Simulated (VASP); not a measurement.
# Ru5F in VASP: a series of runs

Runs on Ru5F. Level: PBE. Tasks: single point.

Program: VASP 6.6.1. These are calculated values, not measurements. Logs are shortened: lines on timing, memory, paths and dates and some standing lists are left out, and cuts for length are marked.

## 1. The cell of the first run

The cell holds a slab with vacuum, 6 atoms: a = 2.720 Å, b = 2.720 Å, c = 24.036 Å, α = 90.00°, β = 90.00°, γ = 120.00°.

## 2. Single point, PBE

INCAR

```
ALGO = Fast
DIPOL = 0.5 0.5 0.387
EDIFF = 1E-7
ENCUT = 520
GGA = PE
IDIPOL = 3
ISIF = 2
ISMEAR = 0
LASPH = True
LCHARG = False
LDIPOL = True
LREAL = False
LWAVE = False
NBANDS = 48
NELM = 60
PREC = Accurate
SIGMA = 0.1
```

KPOINTS

```
k-points
0
Gamma
  12 12 1
```

POSCAR

```
Ru5F
1.0
    2.7197977465      0.0000000000      0.0000000000
   -1.3598988732      2.3554139416      0.0000000000
    0.0000000000      0.0000000000     24.0359895925
Ru F
5 1
Direct
    0.6666666667      0.3333333333      0.1664171132
    0.3333333333      0.6666666667      0.2557968275
    0.6666666667      0.3333333333      0.3452060919
    0.3333333333      0.6666666667      0.4352311869
    0.6666666667      0.3333333333      0.5215507997
    0.6666666667      0.3333333333      0.5988809046
```

Potentials or basis: VASP PAW PBE potentials, release 64 (Ru_pv, F).

The run is started by

```sh
> cat potpaw_PBE.64/Ru_pv/POTCAR potpaw_PBE.64/F/POTCAR > POTCAR
> mpirun -np 1 vasp_std > vasp.out
```

OUTCAR:

```text
EDIFF = 1E-7
   ENCUT = 520
   GGA = PE
   ISIF = 2
   ISMEAR = 0
   LASPH = True
   LREAL = False
   NELM = 60
   PREC = Accurate

 ion  position               nearest neighbor table
   1  0.667  0.333  0.166-   2 2.66   2 2.66   2 2.66
   2  0.333  0.667  0.256-   1 2.66   1 2.66   1 2.66   3 2.66   3 2.66   3 2.66
   3  0.667  0.333  0.345-   2 2.66   2 2.66   2 2.66   4 2.67   4 2.67   4 2.67
   4  0.333  0.667  0.435-   5 2.60   5 2.60   5 2.60   3 2.67   3 2.67   3 2.67
   5  0.667  0.333  0.522-   6 1.86   4 2.60   4 2.60   4 2.60
   6  0.667  0.333  0.599-   5 1.86

  LATTYP: Found a hexagonal cell.
 ALAT       =     2.7197977465
 C/A-ratio  =     8.8374180115

  Lattice vectors:

 A1 = (   2.7197977465,   0.0000000000,   0.0000000000)
 A2 = (  -1.3598988732,   2.3554139416,   0.0000000000)
 A3 = (   0.0000000000,   0.0000000000,  24.0359895925)

Analysis of symmetry for initial positions (statically):
=====================================================================
 Subroutine PRICEL returns:
 Original cell was already a primitive cell.

 Routine SETGRP: Setting up the symmetry group for a
 hexagonal supercell.

 Subroutine GETGRP returns: Found  6 space group operations
 (whereof  6 operations were pure point group operations)
 out of a pool of 24 trial point group operations.

The static configuration has the point symmetry C_3v.

Analysis of symmetry for dynamics (positions and initial velocities):
=====================================================================
 Subroutine PRICEL returns:
 Original cell was already a primitive cell.

 Routine SETGRP: Setting up the symmetry group for a
 hexagonal supercell.

 Subroutine GETGRP returns: Found  6 space group operations
 (whereof  6 operations were pure point group operations)
 out of a pool of 24 trial point group operations.

The dynamic configuration has the point symmetry C_3v.

 Subroutine INISYM returns: Found  6 space group operations
 (whereof  6 operations are pure point group operations),
 and found     1 'primitive' translations

----------------------------------------------------------------------------------------

                                     Primitive cell

  volume of cell :     153.9805

  direct lattice vectors                    reciprocal lattice vectors
     2.719797746  0.000000000  0.000000000     0.367674398  0.212276913  0.000000000
    -1.359898873  2.355413942  0.000000000     0.000000000  0.424553826  0.000000000
     0.000000000  0.000000000 24.035989592     0.000000000  0.000000000  0.041604278

  length of vectors
     2.719797746  2.719797746 24.035989592     0.424553826  0.424553826  0.041604278

  position of ions in fractional coordinates (direct lattice)
     0.666666667  0.333333333  0.166417113
     0.333333333  0.666666667  0.255796827
     0.666666667  0.333333333  0.345206092
     0.333333333  0.666666667  0.435231187
     0.666666667  0.333333333  0.521550800
     0.666666667  0.333333333  0.598880905

  ion indices of the primitive-cell ions
   primitive index   ion index
                 1           1
                 2           2
                 3           3
                 4           4
                 5           5
                 6           6

----------------------------------------------------------------------------------------

 KPOINTS: k-points

Automatic generation of k-mesh.
 Grid dimensions read from file:
 generate k-points for:   12   12    1

 Generating k-lattice:

  Cartesian coordinates                     Fractional coordinates (reciprocal lattice)
     0.030639533  0.017689743  0.000000000     0.083333333 -0.000000000  0.000000000
     0.000000000  0.035379485  0.000000000     0.000000000  0.083333333  0.000000000
     0.000000000  0.000000000  0.041604278     0.000000000  0.000000000  1.000000000

  Length of vectors
     0.035379485  0.035379485  0.041604278

  Shift w.r.t. Gamma in fractional coordinates (k-lattice)
     0.000000000  0.000000000  0.000000000

 Subroutine IBZKPT returns following result:
 ===========================================

 Found     19 irreducible k-points:

 Following reciprocal coordinates:
            Coordinates               Weight
  0.000000  0.000000  0.000000      1.000000
  0.083333 -0.000000  0.000000      6.000000
  0.166667  0.000000  0.000000      6.000000
  0.250000 -0.000000  0.000000      6.000000
  0.333333 -0.000000  0.000000      6.000000
  0.416667 -0.000000  0.000000      6.000000
[... 11 lines left out ...]
  0.333333  0.250000  0.000000     12.000000
  0.333333  0.333333  0.000000      2.000000
   k-points           NKPTS =     19   k-points in BZ     NKDIM =     19   number of bands    NBANDS=     48
   number of dos      NEDOS =    301   number of ions     NIONS =      6
   total plane-waves  NPLWV =  72000
   dimension x,y,z NGX =    20 NGY =   20 NGZ =  180
   dimension x,y,z NGXF=    40 NGYF=   40 NGZF=  360
   ions per type =               5   1
   NGX,Y,Z   is equivalent  to a cutoff of  12.22, 12.22, 12.45 a.u.
   NGXF,Y,Z  is equivalent  to a cutoff of  24.45, 24.45, 24.90 a.u.
 SYSTEM =  unknown system
   PREC   = accura    normal or accurate (medium, high low for compatibility)
   ISTART =      0    job   : 0-new  1-cont  2-samecut
   ICHARG =      2    charge: 1-file 2-atom 10-const
   ISPIN  =      1    spin polarized calculation?
   LNONCOLLINEAR =      F non collinear calculations
   LSORBIT =      F    spin-orbit coupling
   LASPH  =      T    aspherical Exc in radial PAW
   ENCUT  =  520.0 eV  38.22 Ry    6.18 a.u.   5.06  5.06 44.69*2*pi/ulx,y,z
   NELM   =     60;   NELMIN=  2; NELMDL= -5     # of ELM steps
   EDIFF  = 0.1E-06   stopping-criterion for ELM
   LREAL  =      F    real-space projection
   EDIFFG = 0.1E-05   stopping-criterion for IOM
   NSW    =      0    number of steps for IOM
   IBRION =     -1    ionic relax: 0-MD 1-quasi-New 2-CG
   NFREE  =      0    steps in history (QN), initial steepest desc. (CG)
   ISIF   =      2    stress and relaxation
   ISYM   =      2    0-nonsym 1-usesym 2-fastsym
   POTIM  = 0.5000    time-step for ionic-motion
   TEBEG  =    0.0;   TEEND  =   0.0 temperature during run
   PSTRESS=    0.0 pullay stress
   NELECT =      77.0000    total number of electrons
   NUPDOWN=      -1.0000    fix difference up-down
   EMIN   =  10.00;   EMAX   =-10.00  energy-range for DOS
   EFERMI =   0.00;   METHOD = LEGACY
   ISMEAR =     0;   SIGMA  =   0.10  broadening in eV -4-tet -1-fermi 0-gaus
   EFERMI_NEDOS =   21; number of points for ismear=-14 and -15
   IALGO  =     68    algorithm
   IMIX   =      4    mixing-type and parameters
     AMIX     =   0.40;   BMIX     =  1.00
     AMIX_MAG =   1.60;   BMIX_MAG =  1.00
  volume/ion in A,a.u.               =      25.66       173.19
  Fermi-wavevector in a.u.,A,eV,Ry     =   1.299421  2.455549 22.973358  1.688494
  Thomas-Fermi vector in A             =   2.430686
   LORBIT       =      0    0 simple, 1 ext, 2 COOP (PROOUT), +10 PAW based schemes
   GGA     = PE    functional components
   LHFCALC =     F    Hartree Fock is set to
   AEXX    =    0.0000 exact exchange contribution
   IVDW    =     0    specifies the selected vdW correction
   LEPSILON=     F    determine dielectric tensor
   LRPA    =     F    only Hartree local field effects (RPA)
 non-spin polarized calculation
 RMM-DIIS sequential band-by-band and
 Gauss-broadening in eV      SIGMA  =   0.10
  energy-cutoff  :      520.00
  volume of cell :      153.98
 maximum number of plane-waves:      4185
   NGX = 11   NGY = 11   NGZ = 89

 dipolmoment           0.000000      0.000000     -0.023001 electrons x Angstroem

 number of electron      77.0000019 magnetization

 dipolmoment           0.000000      0.000000      0.131549 electrons x Angstroem

 Free energy of the ion-electron system (eV)
  ---------------------------------------------------
  ext. energy  EPLUGINS =         0.00000000
  ---------------------------------------------------
  free energy    TOTEN  =       -48.38667019 eV

  energy without entropy =      -48.35533099  energy(sigma->0) =      -48.37100059

 E-fermi :   2.1885     XC(G=0):  -7.5738

 val. band max:        2.1745173526   @ k =   0.3333  -0.0000   0.0000
 cond. band min:       2.1905468491   @ k =   0.2500  -0.0000   0.0000
 fundamental gap:      0.0160294964
 Fermi energy:         2.1885247110

 k-point     1 :       0.0000    0.0000    0.0000
  band No.  band energies     occupation
      1     -41.5562      2.00000
      2     -41.3075      2.00000
      3     -40.9300      2.00000
      4     -40.6092      2.00000
      5     -40.6092      2.00000
      6     -40.5743      2.00000
[... 40 lines left out ...]
     47       3.2513      0.00000
     48       3.4007      0.00000

 k-point     2 :       0.0833   -0.0000    0.0000
  band No.  band energies     occupation
      1     -41.5409      2.00000
      2     -41.2957      2.00000
      3     -40.9398      2.00000
      4     -40.6703      2.00000
      5     -40.6229      2.00000
      6     -40.6153      2.00000
[... 40 lines left out ...]
     47       3.4573      0.00000
     48       3.8584      0.00000

 k-point     3 :       0.1667    0.0000    0.0000
  band No.  band energies     occupation
      1     -41.5002      2.00000
      2     -41.2646      2.00000
      3     -40.9840      2.00000
      4     -40.8089      2.00000
      5     -40.7211      2.00000
      6     -40.6852      2.00000
[... 805 lines left out ...]
     47       9.0885      0.00000
     48       9.5964      0.00000

 k-point    19 :       0.3333    0.3333    0.0000
  band No.  band energies     occupation
      1     -41.3579      2.00000
      2     -41.2151      2.00000
      3     -41.1874      2.00000
      4     -41.1575      2.00000
      5     -41.1044      2.00000
      6     -41.0962      2.00000
[... 40 lines left out ...]
     47       9.5894      0.00000
     48      10.0263      0.00000

------------------------ aborting loop because EDIFF is reached ----------------------------------------

 vacuum level on the upper side and lower side of the slab       (xc-potential included)         1.749        -1.927

  FORCE on cell =-STRESS in cart. coord.  units (eV):
  Direction    XX          YY          ZZ          XY          YZ          ZX
  --------------------------------------------------------------------------------------
  -------------------------------------------------------------------------------------
  Total       -1.2819927     -1.2819927     -1.4340804     -0.0000000      0.0000000      0.0000000
  in kB      -13.3392155    -13.3392155    -14.9216971     -0.0000000      0.0000000      0.0000000
  external PRESSURE =     -13.8667093 kB  Pullay stress =       0.0000000 kB

 VOLUME and BASIS-vectors are now :
 -----------------------------------------------------------------------------
  energy-cutoff  :      520.00
  volume of cell :      153.98
      direct lattice vectors                 reciprocal lattice vectors
     2.719797746  0.000000000  0.000000000     0.367674398  0.212276913  0.000000000
    -1.359898873  2.355413942  0.000000000     0.000000000  0.424553826  0.000000000
     0.000000000  0.000000000 24.035989592     0.000000000  0.000000000  0.041604278

 POSITION                                       TOTAL-FORCE (eV/Angst)
 -----------------------------------------------------------------------------------
      1.35990      0.78514      4.00000        -0.000000     -0.000000      0.837419
     -0.00000      1.57028      6.14833         0.000000     -0.000000     -0.961595
      1.35990      0.78514      8.29737        -0.000000     -0.000000      0.162544
     -0.00000      1.57028     10.46121        -0.000000     -0.000000     -0.053509
      1.35990      0.78514     12.53599         0.000000     -0.000000     -0.115159
      1.35990      0.78514     14.39470         0.000000      0.000000      0.130300
 -----------------------------------------------------------------------------------
    total drift:                               -0.000001      0.000001     -0.000731

  FREE ENERGIE OF THE ION-ELECTRON SYSTEM (eV)
  ---------------------------------------------------
  free  energy   TOTEN  =       -48.3866701929 eV

  energy  without entropy=      -48.3553309921  energy(sigma->0) =      -48.37100059

 vacuum level on the upper side and lower side of the slab        10.837         7.077
```

Run time: 7.4 min. Hardware: 1 thread of Oxide Virtual Turin-like, shared host; peak memory 0.28 GiB.

Results:

```
Free energy            : -48.3867 eV
Largest force          : 0.962 eV/Å
Band gap on the k mesh : zero (an odd number of electrons rules out a gap without spin polarisation)
```

Forces on the atoms (eV/Å):
```
Ru   0.000  0.000  0.837
Ru   0.000  0.000 -0.962
Ru   0.000  0.000  0.163
Ru   0.000  0.000 -0.054
Ru   0.000  0.000 -0.115
F    0.000  0.000  0.130
```

Levels at points of the mesh, in eV from the Fermi level:
```tsv
k point	band 35	band 36	band 37	band 38	band 39	band 40	band 41	band 42
(0.00, 0.00, 0.00)	-1.89	-1.89	-1.75	-0.95	-0.95	-0.32	-0.15	-0.15
(0.50, 0.00, 0.00)	-0.28	0.62	1.06	1.38	1.41	1.50	1.57	1.64
```

## 3. Single point, PBE

INCAR

```
SYSTEM = Ru5F
ALGO     = Fast           ! electronic algorithm
DIPOL    = 0.5 0.5 0.385
EDIFF    = 1E-7           ! SCF threshold, eV
ENCUT    = 520            ! plane-wave cutoff, eV
GGA      = PE             ! functional
IDIPOL   = 3            
ISIF     = 2              ! what is computed and relaxed
ISMEAR   = 0              ! smearing method
LASPH    = .TRUE.         ! aspherical terms in the spheres
LCHARG   = .TRUE.         ! write CHGCAR
LDIPOL   = .TRUE.       
LELF     = .TRUE.         ! ELF
LREAL    = .FALSE.        ! projectors in reciprocal space
LVACPOTAV= .TRUE.       
LVHAR    = .TRUE.       
LWAVE    = .FALSE.        ! write WAVECAR
NBANDS   = 48             ! bands
NELM     = 100            ! most SCF steps
PREC     = Accurate       ! precision mode
SIGMA    = 0.1            ! smearing width, eV
```

KPOINTS

```
k-points
0
G
  12 12 1
  0 0 0
```

Changes to POSCAR since step 2:

```diff
@@ -13,2 +13,2 @@
     0.6666666667      0.3333333333      0.5215507997
-    0.6666666667      0.3333333333      0.5988809046
+    1.0000000000      1.0000000000      0.5866317519
```

Potentials or basis: VASP PAW PBE potentials, release 64 (Ru_pv, F).

The run is started by

```sh
> cat potpaw_PBE.64/Ru_pv/POTCAR potpaw_PBE.64/F/POTCAR > POTCAR
> mpirun -np 1 vasp_std > vasp.out
```

It took 6.1 min on 1 thread of Oxide Virtual Turin-like, shared host; peak memory 0.28 GiB.

Results (log left out):

```yaml
Free_energy: -48.3405 eV
Largest_force: 0.855 eV/Å
Band_gap_on_the_k_mesh: zero (an odd number of electrons rules out a gap without spin polarisation)
```

Forces on the atoms (eV/Å):
```
Ru   0.000  0.000  0.855
Ru   0.000  0.000 -0.842
Ru   0.000  0.000 -0.223
Ru   0.000  0.000  0.420
Ru   0.000  0.000 -0.230
F    0.000  0.000  0.021
```

Levels at points of the mesh, in eV from the Fermi level:
```csv
k point,band 34,band 35,band 36,band 37,band 38,band 39,band 40,band 41,band 42,band 43
"(0.00, 0.00, 0.00)",-2.02,-2.02,-1.84,-1.84,-1.12,-1.12,-0.79,-0.37,-0.37,0.47
"(0.50, 0.00, 0.00)",-0.69,-0.48,0.57,0.90,1.17,1.32,1.35,1.49,1.58,1.65
```

(Continued in part 2 of 2.)

The gap in the log of VASP goes by the Fermi energy; the results here count the filled bands.